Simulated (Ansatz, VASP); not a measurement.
**S: VASP beside Ansatz**

INCAR

```
SYSTEM = S
PREC     = Accurate       ! precision mode
ENCUT    = 520            ! plane-wave cutoff, eV
EDIFF    = 1E-6           ! SCF threshold, eV
ISMEAR   = 0              ! smearing method
SIGMA    = 0.15           ! smearing width, eV
LREAL    = .FALSE.        ! projectors in reciprocal space
LASPH    = .TRUE.         ! aspherical terms in the spheres
NELM     = 60             ! most SCF steps
ALGO     = Normal         ! electronic algorithm
ISIF     = 2              ! what is computed and relaxed
LWAVE    = .FALSE.        ! write WAVECAR
LCHARG   = .FALSE.        ! write CHGCAR
GGA      = PE             ! functional
IVDW     = 12             ! dispersion correction
NBANDS   = 34             ! bands
```

File KPOINTS:

```
Automatic mesh
0
G
  9 16 5
  0 0 0
```

Contents of POSCAR:

```
S
1.0
    0.0000000000     -5.4762743414      0.0000000000
    0.0000000000      0.0000000000     -2.9602546931
   16.9525486828      0.0000000000      0.0000000000
S
8
Direct
    0.1226657981      0.5000000000      0.2026511917
    0.1226657981      0.5000000000      0.5256866505
    0.8773342019      0.5000000000      0.6049374553
    0.8773342019      0.5000000000      0.2819019965
    0.3773342019      0.0000000000      0.0411334623
    0.3773342019      0.0000000000      0.3641689211
    0.6226657981      0.0000000000      0.1203842671
    0.6226657981      0.0000000000      0.4434197259
```

Input for Ansatz:

```yaml
crystal:
  lattice:
    - [0.0, -5.4762743414, 0.0]
    - [0.0, 0.0, -2.9602546931]
    - [16.9525486828, 0.0, 0.0]
  atoms:
    - { symbol: S, position: [0.1226657981, 0.5, 0.2026511917] }
    - { symbol: S, position: [0.1226657981, 0.5, 0.5256866505] }
    - { symbol: S, position: [0.8773342019, 0.5, 0.6049374553] }
    - { symbol: S, position: [0.8773342019, 0.5, 0.2819019965] }
    - { symbol: S, position: [0.3773342019, 0.0, 0.0411334623] }
    - { symbol: S, position: [0.3773342019, 0.0, 0.3641689211] }
    - { symbol: S, position: [0.6226657981, 0.0, 0.1203842671] }
    - { symbol: S, position: [0.6226657981, 0.0, 0.4434197259] }
basis:
  ecutwfc: 420
kpoints:
  mp_grid: { grid: [9, 16, 5] }
hamiltonian:
  xc: pbe
  dispersion: d3bj
scf:
  occupations: { method: gaussian, width: 0.15 }
output:
  forces: true
  stress: true
  eigenvalues: true
```

Alike in both runs: task single point; functional PBE; dispersion D3(BJ); k mesh 9 × 16 × 5; occupations gaussian, width 0.15 eV; no spin polarisation.

```csv
,VASP,Ansatz
version,VASP 6.6.1,Ansatz 0.2.0
potentials or method,"VASP PAW PBE potentials, release 64 (S), cutoff 520 eV","scalar-relativistic, plane waves, PAW"
valence electrons in the cell,48,48
```

VASP gave:

* gap on the k mesh at the Fermi level (eV): none
* rms of the force components (eV/Å): 0.141

**Question.** Which values does Ansatz return?

**Answer.** gap on the k mesh at the Fermi level (eV): none; rms of the force components (eV/Å): 0.016.

Atom by atom the forces differ by 0.140 eV/Å (rms over components). A gap of «none» marks a metal or a gap that the smearing closes. One of these differences is far larger than is usual between the two programs; its cause wasn't traced.
